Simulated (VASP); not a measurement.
A run of VASP 6.6.1 is set up as follows.

File INCAR:

```
  ALGO = Normal
  EDIFF = 1E-7
  ENCUT = 520
  GGA = CA
  ISIF = 2
  ISMEAR = 0
  LASPH = T
  LCHARG = F
  LREAL = F
  LWAVE = F
  NBANDS = 31
  NELM = 80
  PREC = Accurate
  SIGMA = 0.05
```

Contents of KPOINTS:

```
k-points
0
Gamma
  6 6 8
```

POSCAR

```
HfO2
1.0
    4.7888991402      0.0000000000      0.0000000000
    0.0000000000      4.7888991402      0.0299306196
    0.0000000000      0.0199113665      3.1858186410
Hf O
2 4
Direct
    0.0000000000      0.0000000000      0.0000000000
    0.5000000000      0.5000000000      0.5000000000
    0.1951075730      0.8048924270      0.5000000000
    0.3048924270      0.3048924270      0.0000000000
    0.6951075730      0.6951075730      0.0000000000
    0.8048924270      0.1951075730      0.5000000000
```

Potentials or basis: VASP PAW LDA potentials, release 64 (Hf_pv, O).

Run with:

```console
$ cat potpaw_LDA.64/Hf_pv/POTCAR potpaw_LDA.64/O/POTCAR > POTCAR
$ mpirun -np 1 vasp_std > vasp.out
```

What does it give for the band gap on the k mesh?

3.83 eV.

Estimate the largest force.

0.116 eV/Å.

Stress tensor (GPa, compression positive):
```
-1.98  0.00  0.00
 0.00 -1.98 -1.94
 0.00 -1.94 -2.37
```

Caveat: the cell differs from its parent crystal (strain +0.0125 x Voigt [0, 0, 0, 1, 0, 0]); spin-orbit coupling is left out, which moves the levels of the heavy elements. A k mesh can miss the band edges.
